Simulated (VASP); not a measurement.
# NbP (I4_1md) in VASP: a series of runs

The runs below take NbP through single point, with PBEsol.

All numbers are computed with VASP 6.6.1; they aren't measurements. Logs are shortened: lines on timing, memory, paths and dates and some standing lists are left out, and cuts for length are marked.

### Step 1. The cell of the first run

It takes space group I4_1md (No. 109, tetragonal). The conventional cell has a = 3.266 Å, b = 3.266 Å, c = 10.968 Å, α = 90.00°, β = 90.00°, γ = 90.00°. Nb (site symmetry 2mm) has 6 P at 2.47 to 2.48 Å and 8 Nb at 3.19 to 3.27 Å within 3.3 Å. P (site symmetry 2mm) has 6 Nb at 2.47 to 2.48 Å and 8 P at 3.19 to 3.27 Å within 3.3 Å.

### Step 2. Single point, PBEsol (14.62 Å³/atom)

INCAR

```
SYSTEM = NbP
ALGO = Normal ; EDIFF = 1E-6
ENCUT = 520 ; GGA = PS
ISIF = 2 ; ISMEAR = 0
LASPH = .TRUE. ; LCHARG = .FALSE.
LREAL = .FALSE. ; LWAVE = .FALSE.
NBANDS = 26 ; NELM = 60
PREC = Accurate ; SIGMA = 0.1
```

KPOINTS

```
k-points
0
G
  18 18 18
  0 0 0
```

POSCAR

```
NbP
1.0
   -1.6330240588      1.6330240588      5.4840719458
    1.6330240588     -1.6330240588      5.4840719458
    1.6330240588      1.6330240588     -5.4840719458
Nb P
2 2
Direct
    0.7506586311      0.7506586311      0.0000000000
    0.5006586311      1.0006586311      0.5000000000
    0.3319699439      0.3319699439      0.0000000000
    0.0819699439      0.5819699439      0.5000000000
```

Potentials or basis: VASP PAW PBE potentials, release 64 (Nb_sv, P).

Started as:

```
$ cat potpaw_PBE.64/Nb_sv/POTCAR potpaw_PBE.64/P/POTCAR > POTCAR
$ mpirun -np 1 vasp_std > vasp.out
```

OUTCAR:

```text
SYSTEM = NbP
   EDIFF = 1E-6
   ENCUT = 520
   GGA = PS
   ISIF = 2
   ISMEAR = 0
   LASPH = .TRUE.
   LREAL = .FALSE.
   NELM = 60
   PREC = Accurate

 ion  position               nearest neighbor table
   1  0.751  0.751  0.000-   4 2.47   4 2.47   3 2.48   3 2.48   3 2.48   3 2.48
   2  0.501  0.001  0.500-   3 2.47   3 2.47   4 2.48   4 2.48   4 2.48   4 2.48
   3  0.332  0.332  0.000-   2 2.47   2 2.47   1 2.48   1 2.48   1 2.48   1 2.48
   4  0.082  0.582  0.500-   1 2.47   1 2.47   2 2.48   2 2.48   2 2.48   2 2.48

  LATTYP: Found a body centered tetragonal cell.
 ALAT       =     3.2660481176
 C/A-ratio  =     3.3582309558

  Lattice vectors:

 A1 = (  -1.6330240588,   1.6330240588,   5.4840719458)
 A2 = (   1.6330240588,  -1.6330240588,   5.4840719458)
 A3 = (   1.6330240588,   1.6330240588,  -5.4840719458)

Analysis of symmetry for initial positions (statically):
=====================================================================
 Subroutine PRICEL returns:
 Original cell was already a primitive cell.

 Routine SETGRP: Setting up the symmetry group for a
 body centered tetragonal supercell.

 Subroutine GETGRP returns: Found  8 space group operations
 (whereof  4 operations were pure point group operations)
 out of a pool of 16 trial point group operations.

The static configuration has the point symmetry C_2v.
 The point group associated with its full space group is C_4v.

Analysis of symmetry for dynamics (positions and initial velocities):
=====================================================================
 Subroutine PRICEL returns:
 Original cell was already a primitive cell.

 Routine SETGRP: Setting up the symmetry group for a
 body centered tetragonal supercell.

 Subroutine GETGRP returns: Found  8 space group operations
 (whereof  4 operations were pure point group operations)
 out of a pool of 16 trial point group operations.

The dynamic configuration has the point symmetry C_2v.
 The point group associated with its full space group is C_4v.

 Subroutine INISYM returns: Found  8 space group operations
 (whereof  4 operations are pure point group operations),
 and found     1 'primitive' translations

----------------------------------------------------------------------------------------

                                     Primitive cell
[... 93 lines left out ...]
   ENCUT  =  520.0 eV  38.22 Ry    6.18 a.u.  11.06 11.06 11.06*2*pi/ulx,y,z
   NELM   =     60;   NELMIN=  2; NELMDL= -5     # of ELM steps
   EDIFF  = 0.1E-05   stopping-criterion for ELM
   LREAL  =      F    real-space projection
   EDIFFG = 0.1E-04   stopping-criterion for IOM
   NSW    =      0    number of steps for IOM
   IBRION =     -1    ionic relax: 0-MD 1-quasi-New 2-CG
   NFREE  =      0    steps in history (QN), initial steepest desc. (CG)
   ISIF   =      2    stress and relaxation
   ISYM   =      2    0-nonsym 1-usesym 2-fastsym
   POTIM  = 0.5000    time-step for ionic-motion
   TEBEG  =    0.0;   TEEND  =   0.0 temperature during run
   PSTRESS=    0.0 pullay stress
   NELECT =      36.0000    total number of electrons
   NUPDOWN=      -1.0000    fix difference up-down
   EMIN   =  10.00;   EMAX   =-10.00  energy-range for DOS
   EFERMI =   0.00;   METHOD = LEGACY
   ISMEAR =     0;   SIGMA  =   0.10  broadening in eV -4-tet -1-fermi 0-gaus
   EFERMI_NEDOS =   21; number of points for ismear=-14 and -15
   IALGO  =     38    algorithm
   IMIX   =      4    mixing-type and parameters
     AMIX     =   0.40;   BMIX     =  1.00
     AMIX_MAG =   1.60;   BMIX_MAG =  1.00
  volume/ion in A,a.u.               =      14.62        98.69
  Fermi-wavevector in a.u.,A,eV,Ry     =   1.392493  2.631429 26.382182  1.939036
  Thomas-Fermi vector in A             =   2.516230
   LORBIT       =      0    0 simple, 1 ext, 2 COOP (PROOUT), +10 PAW based schemes
   GGA     = PS    functional components
   LHFCALC =     F    Hartree Fock is set to
   AEXX    =    0.0000 exact exchange contribution
   IVDW    =     0    specifies the selected vdW correction
   LEPSILON=     F    determine dielectric tensor
   LRPA    =     F    only Hartree local field effects (RPA)
 non-spin polarized calculation
 Gauss-broadening in eV      SIGMA  =   0.10
  energy-cutoff  :      520.00
  volume of cell :       58.50
 maximum number of plane-waves:      1600
 NGX is ok and might be reduce to    48
   NGX = 23   NGY = 23   NGZ = 23

 number of electron      35.9999999 magnetization

 Free energy of the ion-electron system (eV)
  ---------------------------------------------------
  ext. energy  EPLUGINS =         0.00000000
  ---------------------------------------------------
  free energy    TOTEN  =       -37.68944314 eV

  energy without entropy =      -37.68739897  energy(sigma->0) =      -37.68842106

 E-fermi :  11.7814     XC(G=0): -12.5750

 val. band max:       11.7780073540   @ k =  -0.0556   0.4444   0.0556
 cond. band min:      11.7820645360   @ k =   0.4444   0.0000  -0.0000
 fundamental gap:      0.0040571820
 Fermi energy:        11.7814379202

 k-point     1 :       0.0000    0.0000    0.0000
  band No.  band energies     occupation
      1     -42.7799      2.00000
      2     -42.7151      2.00000
      3     -19.2326      2.00000
      4     -18.9114      2.00000
      5     -18.9114      2.00000
      6     -18.7352      2.00000
[... 685 lines left out ...]
     25      17.2422      0.00000
     26      18.0203      0.00000

 [... further k-points ...]

------------------------ aborting loop because EDIFF is reached ----------------------------------------

  FORCE on cell =-STRESS in cart. coord.  units (eV):
  Direction    XX          YY          ZZ          XY          YZ          ZX
  --------------------------------------------------------------------------------------
  -------------------------------------------------------------------------------------
  Total        5.0358729      5.0358729      5.0467571      0.0000000      0.0000000      0.0000000
  in kB      137.9231113    137.9231113    138.2212082      0.0000000      0.0000000      0.0000000
  external PRESSURE =     138.0224769 kB  Pullay stress =       0.0000000 kB

 VOLUME and BASIS-vectors are now :
 -----------------------------------------------------------------------------
  energy-cutoff  :      520.00
  volume of cell :       58.50
      direct lattice vectors                 reciprocal lattice vectors
    -1.633024059  1.633024059  5.484071946     0.000000000  0.306180425  0.091173129
     1.633024059 -1.633024059  5.484071946     0.306180425  0.000000000  0.091173129
     1.633024059  1.633024059 -5.484071946     0.306180425  0.306180425  0.000000000

 POSITION                                       TOTAL-FORCE (eV/Angst)
 -----------------------------------------------------------------------------------
      0.00000      0.00000      8.23333        -0.000000      0.000000      0.001837
      0.00000      1.63302      0.00722         0.000000     -0.000000      0.001837
      0.00000      0.00000      3.64109         0.000000      0.000000     -0.001837
      1.63302      0.00000      0.89906        -0.000000     -0.000000     -0.001837
 -----------------------------------------------------------------------------------
    total drift:                               -0.000000     -0.000000      0.000083

  FREE ENERGIE OF THE ION-ELECTRON SYSTEM (eV)
  ---------------------------------------------------
  free  energy   TOTEN  =       -37.6894431436 eV

  energy  without entropy=      -37.6873989699  energy(sigma->0) =      -37.68842106
```

OSZICAR:

```text
N       E                     dE             d eps       ncg     rms          rms(c)
DAV:   1     0.358834894562E+03    0.35883E+03   -0.19232E+04 24968   0.140E+03
DAV:   2    -0.938324805390E+01   -0.36822E+03   -0.35748E+03 29434   0.517E+02
DAV:   3    -0.381919830135E+02   -0.28809E+02   -0.28308E+02 46768   0.109E+02
DAV:   4    -0.397141077883E+02   -0.15221E+01   -0.15146E+01 36544   0.206E+01
DAV:   5    -0.397838460136E+02   -0.69738E-01   -0.69678E-01 44110   0.483E+00    0.148E+01
DAV:   6    -0.376986548117E+02    0.20852E+01   -0.68673E+00 38382   0.190E+01    0.555E+00
DAV:   7    -0.376948247420E+02    0.38301E-02   -0.60008E-01 40632   0.409E+00    0.322E+00
DAV:   8    -0.376890323702E+02    0.57924E-02   -0.71790E-02 35520   0.179E+00    0.433E-01
DAV:   9    -0.376892476402E+02   -0.21527E-03   -0.78987E-03 42946   0.546E-01    0.325E-01
DAV:  10    -0.376894721278E+02   -0.22449E-03   -0.19097E-03 29422   0.415E-01    0.587E-02
DAV:  11    -0.376894468994E+02    0.25228E-04   -0.11695E-04 40120   0.922E-02    0.228E-02
DAV:  12    -0.376894435950E+02    0.33045E-05   -0.84491E-06 35938   0.303E-02    0.656E-03
DAV:  13    -0.376894431436E+02    0.45138E-06   -0.44092E-07 19544   0.654E-03
   1 F= -.37689443E+02 E0= -.37688421E+02  d E =-.204417E-02
```

stdout:

```text
POSCAR found type information on POSCAR NbP
 POSCAR found :  2 types and       4 ions
 scaLAPACK will be used
 -----------------------------------------------------------------------------
|                                                                             |
|                                                                             |
|     You enforced a specific xc type in the INCAR file but a different       |
|     I HOPE YOU KNOW WHAT YOU ARE DOING!                                     |
|                                                                             |
 -----------------------------------------------------------------------------

 LDA part: xc-table for (Slater+PW92), standard interpolation
 POSCAR, INCAR and KPOINTS ok, starting setup
 FFT: planning ... GRIDC
 FFT: planning ... GRID_SOFT
 FFT: planning ... GRID
 WAVECAR not read
 entering main loop
```

Run time: 18 min. Hardware: 1 thread of Intel Xeon 6975P-C (Granite Rapids), shared host; peak memory 0.78 GiB.

What came out:

| Quantity | Value |
| --- | --- |
| Free energy | -37.6894 eV |
| Pressure | 13.8 GPa |
| Band gap on the k mesh | zero (bands 18 and 19 overlap by 0.04 eV) |

Caveat: the cell stands under pressure; the PAW data sets were made with another functional, which shifts forces and pressure a little.

(Part 1 of 2 ends here.)
